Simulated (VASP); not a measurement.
# AlN (zincblende type) (F-43m) in VASP: a series of runs

AlN (zincblende type) is run at these levels: PBE; tasks: single point.

Program: VASP 6.6.1. These are calculated values, not measurements. Logs are shortened: lines on timing, memory, paths and dates and some standing lists are left out, and cuts for length are marked.

**1. The cell of the first run**

It takes space group F-43m (No. 216, cubic). Conventional cell: a = 4.403 Å, b = 4.403 Å, c = 4.403 Å, α = 90.00°, β = 90.00°, γ = 90.00°. Within 2.5 Å of Al (site symmetry -43m) lie 4 N at 1.91 Å. Within 2.5 Å of N (site symmetry -43m) lie 4 Al at 1.91 Å.

**2. Single point, PBE**

Contents of INCAR:

```
SYSTEM = AlN
PREC = Accurate ; ENCUT = 520
EDIFF = 1E-6 ; ISMEAR = -1
SIGMA = 0.08 ; LREAL = .FALSE.
LASPH = .TRUE. ; NELM = 60
ALGO = Normal ; ISIF = 2
LWAVE = .FALSE. ; LCHARG = .FALSE.
GGA = PE ; NBANDS = 11
```

Contents of KPOINTS:

```
regular mesh
0
G
  4 4 4
  0 0 0
```

Contents of POSCAR:

```
AlN
1.0
    0.0000000000      2.2016024868      2.2016024868
    2.2016024868      0.0000000000      2.2016024868
    2.2016024868      2.2016024868      0.0000000000
Al N
1 1
Direct
    0.0000000000      0.0000000000      0.0000000000
    0.2500000000      0.2500000000      0.2500000000
```

Potentials or basis: VASP PAW PBE potentials, release 64 (Al, N).

Command:

```bash
$ cat potpaw_PBE.64/Al/POTCAR potpaw_PBE.64/N/POTCAR > POTCAR
$ mpirun -np 1 vasp_std > vasp.out
```

OUTCAR:

```text
SYSTEM = AlN
   PREC = Accurate
   ENCUT = 520
   EDIFF = 1E-6
   ISMEAR = -1
   LREAL = .FALSE.
   LASPH = .TRUE.
   NELM = 60
   ISIF = 2
   GGA = PE

 ion  position               nearest neighbor table
   1  0.000  0.000  0.000-   2 1.91   2 1.91   2 1.91   2 1.91
   2  0.250  0.250  0.250-   1 1.91   1 1.91   1 1.91   1 1.91

  LATTYP: Found a face centered cubic cell.
 ALAT       =     4.4032049736

  Lattice vectors:

 A1 = (   0.0000000000,   2.2016024868,   2.2016024868)
 A2 = (   2.2016024868,   0.0000000000,   2.2016024868)
 A3 = (   2.2016024868,   2.2016024868,   0.0000000000)

Analysis of symmetry for initial positions (statically):
=====================================================================
 Subroutine PRICEL returns:
 Original cell was already a primitive cell.

 Routine SETGRP: Setting up the symmetry group for a
 face centered cubic supercell.

 Subroutine GETGRP returns: Found 24 space group operations
 (whereof 24 operations were pure point group operations)
 out of a pool of 48 trial point group operations.

The static configuration has the point symmetry T_d .

Analysis of symmetry for dynamics (positions and initial velocities):
=====================================================================
 Subroutine PRICEL returns:
 Original cell was already a primitive cell.

 Routine SETGRP: Setting up the symmetry group for a
 face centered cubic supercell.

 Subroutine GETGRP returns: Found 24 space group operations
 (whereof 24 operations were pure point group operations)
 out of a pool of 48 trial point group operations.

The dynamic configuration has the point symmetry T_d .

 Subroutine INISYM returns: Found 24 space group operations
 (whereof 24 operations are pure point group operations),
 and found     1 'primitive' translations

----------------------------------------------------------------------------------------

                                     Primitive cell

  volume of cell :      21.3426

  direct lattice vectors                    reciprocal lattice vectors
     0.000000000  2.201602487  2.201602487    -0.227107302  0.227107302  0.227107302
     2.201602487  0.000000000  2.201602487     0.227107302 -0.227107302  0.227107302
     2.201602487  2.201602487  0.000000000     0.227107302  0.227107302 -0.227107302

  length of vectors
     3.113536096  3.113536096  3.113536096     0.393361385  0.393361385  0.393361385

  position of ions in fractional coordinates (direct lattice)
     0.000000000  0.000000000  0.000000000
     0.250000000  0.250000000  0.250000000

  ion indices of the primitive-cell ions
   primitive index   ion index
                 1           1
                 2           2

----------------------------------------------------------------------------------------

 KPOINTS: regular mesh

Automatic generation of k-mesh.
 Grid dimensions read from file:
 generate k-points for:    4    4    4

 Generating k-lattice:

  Cartesian coordinates                     Fractional coordinates (reciprocal lattice)
    -0.056776825  0.056776825  0.056776825     0.250000000  0.000000000  0.000000000
     0.056776825 -0.056776825  0.056776825     0.000000000  0.250000000  0.000000000
     0.056776825  0.056776825 -0.056776825     0.000000000  0.000000000  0.250000000

  Length of vectors
     0.098340346  0.098340346  0.098340346

  Shift w.r.t. Gamma in fractional coordinates (k-lattice)
     0.000000000  0.000000000  0.000000000

 Subroutine IBZKPT returns following result:
 ===========================================

 Found      8 irreducible k-points:

 Following reciprocal coordinates:
            Coordinates               Weight
  0.000000  0.000000  0.000000      1.000000
  0.250000  0.000000  0.000000      8.000000
  0.500000  0.000000  0.000000      4.000000
  0.250000  0.250000  0.000000      6.000000
  0.500000  0.250000  0.000000     24.000000
 -0.250000  0.250000  0.000000     12.000000
  0.500000  0.500000  0.000000      3.000000
 -0.250000  0.500000  0.250000      6.000000
   k-points           NKPTS =      8   k-points in BZ     NKDIM =      8   number of bands    NBANDS=     11
   number of dos      NEDOS =    301   number of ions     NIONS =      2
   total plane-waves  NPLWV =  13824
   dimension x,y,z NGX =    24 NGY =   24 NGZ =   24
   dimension x,y,z NGXF=    48 NGYF=   48 NGZF=   48
   ions per type =               1   1
   NGX,Y,Z   is equivalent  to a cutoff of  12.81, 12.81, 12.81 a.u.
   NGXF,Y,Z  is equivalent  to a cutoff of  25.63, 25.63, 25.63 a.u.
 SYSTEM =  AlN
   PREC   = accura    normal or accurate (medium, high low for compatibility)
   ISTART =      0    job   : 0-new  1-cont  2-samecut
   ICHARG =      2    charge: 1-file 2-atom 10-const
   ISPIN  =      1    spin polarized calculation?
   LNONCOLLINEAR =      F non collinear calculations
   LSORBIT =      F    spin-orbit coupling
   LASPH  =      T    aspherical Exc in radial PAW
   ENCUT  =  520.0 eV  38.22 Ry    6.18 a.u.   5.79  5.79  5.79*2*pi/ulx,y,z
   NELM   =     60;   NELMIN=  2; NELMDL= -5     # of ELM steps
   EDIFF  = 0.1E-05   stopping-criterion for ELM
   LREAL  =      F    real-space projection
   EDIFFG = 0.1E-04   stopping-criterion for IOM
   NSW    =      0    number of steps for IOM
   IBRION =     -1    ionic relax: 0-MD 1-quasi-New 2-CG
   NFREE  =      0    steps in history (QN), initial steepest desc. (CG)
   ISIF   =      2    stress and relaxation
   ISYM   =      2    0-nonsym 1-usesym 2-fastsym
   POTIM  = 0.5000    time-step for ionic-motion
   TEBEG  =    0.0;   TEEND  =   0.0 temperature during run
   PSTRESS=    0.0 pullay stress
   NELECT =       8.0000    total number of electrons
   NUPDOWN=      -1.0000    fix difference up-down
   EMIN   =  10.00;   EMAX   =-10.00  energy-range for DOS
   EFERMI =   0.00;   METHOD = LEGACY
   ISMEAR =    -1;   SIGMA  =   0.08  broadening in eV -4-tet -1-fermi 0-gaus
   EFERMI_NEDOS =   21; number of points for ismear=-14 and -15
   IALGO  =     38    algorithm
   IMIX   =      4    mixing-type and parameters
     AMIX     =   0.40;   BMIX     =  1.00
     AMIX_MAG =   1.60;   BMIX_MAG =  1.00
  volume/ion in A,a.u.               =      10.67        72.01
  Fermi-wavevector in a.u.,A,eV,Ry     =   1.180382  2.230599 18.957021  1.393302
  Thomas-Fermi vector in A             =   2.316675
   LORBIT       =      0    0 simple, 1 ext, 2 COOP (PROOUT), +10 PAW based schemes
   GGA     = PE    functional components
   LHFCALC =     F    Hartree Fock is set to
   AEXX    =    0.0000 exact exchange contribution
   IVDW    =     0    specifies the selected vdW correction
   LEPSILON=     F    determine dielectric tensor
   LRPA    =     F    only Hartree local field effects (RPA)
 non-spin polarized calculation
  energy-cutoff  :      520.00
  volume of cell :       21.34
 maximum number of plane-waves:       588
   NGX = 11   NGY = 11   NGZ = 11

 number of electron       8.0000001 magnetization

 Free energy of the ion-electron system (eV)
  ---------------------------------------------------
  ext. energy  EPLUGINS =         0.00000000
  ---------------------------------------------------
  free energy    TOTEN  =       -14.81048189 eV

  energy without entropy =      -14.81048189  energy(sigma->0) =      -14.81048189

 E-fermi :   7.4386     XC(G=0): -10.8216

 val. band max:        5.7759196507   @ k =   0.0000   0.0000   0.0000
 cond. band min:       9.0546962033   @ k =   0.5000   0.5000   0.0000
 fundamental gap:      3.2787765526
 Fermi energy:         7.4385554762

 k-point     1 :       0.0000    0.0000    0.0000
  band No.  band energies     occupation
      1      -9.0738      2.00000
      2       5.7759      2.00000
      3       5.7759      2.00000
      4       5.7759      2.00000
      5       9.7478      0.00000
      6      18.0725      0.00000
      7      18.0725      0.00000
      8      18.0725      0.00000
      9      23.2459      0.00000
     10      23.2459      0.00000
     11      24.6030      0.00000

 k-point     2 :       0.2500    0.0000    0.0000
  band No.  band energies     occupation
      1      -8.2471      2.00000
      2       2.5429      2.00000
      3       5.5209      2.00000
      4       5.5209      2.00000
      5      12.0152      0.00000
      6      16.5105      0.00000
      7      17.8784      0.00000
      8      17.8784      0.00000
      9      21.8200      0.00000
     10      21.8200      0.00000
     11      22.7444      0.00000

 k-point     3 :       0.5000    0.0000    0.0000
  band No.  band energies     occupation
      1      -7.0907      2.00000
      2       0.0067      2.00000
      3       5.2974      2.00000
      4       5.2974      2.00000
      5      12.9177      0.00000
      6      15.4671      0.00000
      7      16.7439      0.00000
      8      16.7439      0.00000
      9      23.4281      0.00000
     10      25.5307      0.00000
     11      25.5307      0.00000

 k-point     4 :       0.2500    0.2500    0.0000
  band No.  band energies     occupation
      1      -7.9781      2.00000
      2       2.9006      2.00000
      3       4.8089      2.00000
      4       4.8089      2.00000
      5      11.6037      0.00000
      6      15.8021      0.00000
      7      17.0780      0.00000
      8      19.5139      0.00000
      9      19.5139      0.00000
     10      25.0952      0.00000
     11      28.2094      0.00000

 k-point     5 :       0.5000    0.2500    0.0000
  band No.  band energies     occupation
      1      -6.8295      2.00000
      2       1.0631      2.00000
      3       3.4731      2.00000
      4       4.5949      2.00000
      5      11.5750      0.00000
      6      15.5490      0.00000
      7      17.6168      0.00000
      8      18.9669      0.00000
      9      21.1499      0.00000
     10      26.2086      0.00000
     11      28.2453      0.00000

 k-point     6 :      -0.2500    0.2500    0.0000
  band No.  band energies     occupation
      1      -7.2161      2.00000
      2       1.4615      2.00000
      3       3.3308      2.00000
      4       5.2547      2.00000
      5      13.4727      0.00000
      6      14.7801      0.00000
      7      17.1731      0.00000
      8      18.0843      0.00000
      9      21.5660      0.00000
     10      24.1405      0.00000
     11      27.5208      0.00000

 k-point     7 :       0.5000    0.5000    0.0000
  band No.  band energies     occupation
      1      -6.4757      2.00000
      2       0.9334      2.00000
      3       4.0219      2.00000
      4       4.0219      2.00000
      5       9.0547      0.00000
      6      14.2182      0.00000
      7      19.4083      0.00000
      8      21.1954      0.00000
      9      21.1954      0.00000
     10      28.7741      0.00000
     11      29.4317      0.00000

 k-point     8 :      -0.2500    0.5000    0.2500
  band No.  band energies     occupation
      1      -6.4221      2.00000
      2       2.0106      2.00000
      3       2.4113      2.00000
      4       3.1224      2.00000
      5      11.7495      0.00000
      6      17.0518      0.00000
      7      17.4977      0.00000
      8      17.5976      0.00000
      9      22.6559      0.00000
     10      24.4189      0.00000
     11      30.3037      0.00000

------------------------ aborting loop because EDIFF is reached ----------------------------------------

  FORCE on cell =-STRESS in cart. coord.  units (eV):
  Direction    XX          YY          ZZ          XY          YZ          ZX
  --------------------------------------------------------------------------------------
  -------------------------------------------------------------------------------------
  Total       -0.0346014     -0.0346014     -0.0346014      0.0000000      0.0000000     -0.0000000
  in kB       -2.5975145     -2.5975145     -2.5975145      0.0000000      0.0000000     -0.0000000
  external PRESSURE =      -2.5975145 kB  Pullay stress =       0.0000000 kB

 VOLUME and BASIS-vectors are now :
 -----------------------------------------------------------------------------
  energy-cutoff  :      520.00
  volume of cell :       21.34
      direct lattice vectors                 reciprocal lattice vectors
     0.000000000  2.201602487  2.201602487    -0.227107302  0.227107302  0.227107302
     2.201602487  0.000000000  2.201602487     0.227107302 -0.227107302  0.227107302
     2.201602487  2.201602487  0.000000000     0.227107302  0.227107302 -0.227107302

 POSITION                                       TOTAL-FORCE (eV/Angst)
 -----------------------------------------------------------------------------------
      0.00000      0.00000      0.00000         0.000000      0.000000      0.000000
      1.10080      1.10080      1.10080        -0.000000     -0.000000     -0.000000
 -----------------------------------------------------------------------------------
    total drift:                                0.000000      0.000000      0.000000

  FREE ENERGIE OF THE ION-ELECTRON SYSTEM (eV)
  ---------------------------------------------------
  free  energy   TOTEN  =       -14.8104818885 eV

  energy  without entropy=      -14.8104818880  energy(sigma->0) =      -14.81048189
```

It took 1.5 s on 1 thread of Intel Xeon 6975P-C (Granite Rapids), shared host; peak memory 0.12 GiB.

What came out:

| Item | Value |
| --- | --- |
| Free energy | -14.8105 eV |
| Pressure | -0.3 GPa |
| Band gap on the k mesh | 3.28 eV, indirect (least direct gap 3.97 eV) |

Caveat: the k points lie up to 0.62 Å⁻¹ apart. A k mesh can miss the band edges.

**3. Single point, PBE**

Contents of INCAR:

```
PREC     = Accurate       # precision mode
ENCUT    = 520            # plane-wave cutoff, eV
EDIFF    = 1E-6           # SCF threshold, eV
ISMEAR   = -1             # smearing method
SIGMA    = 0.08           # smearing width, eV
LREAL    = False          # projectors in reciprocal space
LASPH    = True           # aspherical terms in the spheres
NELM     = 80             # most SCF steps
ALGO     = Normal         # electronic algorithm
ISIF     = 2              # what is computed and relaxed
LWAVE    = False          # write WAVECAR
LCHARG   = False          # write CHGCAR
GGA      = PE             # functional
NBANDS   = 11             # bands
```

Contents of KPOINTS:

```
regular mesh
0
Gamma
  6 6 6
```

POSCAR is that of step 2.

Potentials or basis: VASP PAW PBE potentials, release 64 (Al, N).

Command:

```bash
$ cat potpaw_PBE.64/Al/POTCAR potpaw_PBE.64/N/POTCAR > POTCAR
$ mpirun -np 1 vasp_std > vasp.out
```

Wall time 1.9 s (1 thread of Intel Xeon 6975P-C (Granite Rapids), shared host); peak memory 0.12 GiB.

It converged, with:

* Free energy: -14.8456 eV
* Pressure: -0.3 GPa
* Band gap on the k mesh: 3.30 eV, indirect (least direct gap 3.98 eV)

Levels at points of the mesh, in eV from the valence-band top:
```
           k point  band 2  band 3  band 4  band 5  band 6  band 7
(0.00, 0.00, 0.00)    0.00    0.00    0.00    3.98   12.32   12.32
(0.50, 0.00, 0.00)   -5.75   -0.48   -0.48    7.16    9.70   10.99
(0.50, 0.50, 0.00)   -4.83   -1.75   -1.75    3.30    8.47   13.64
```
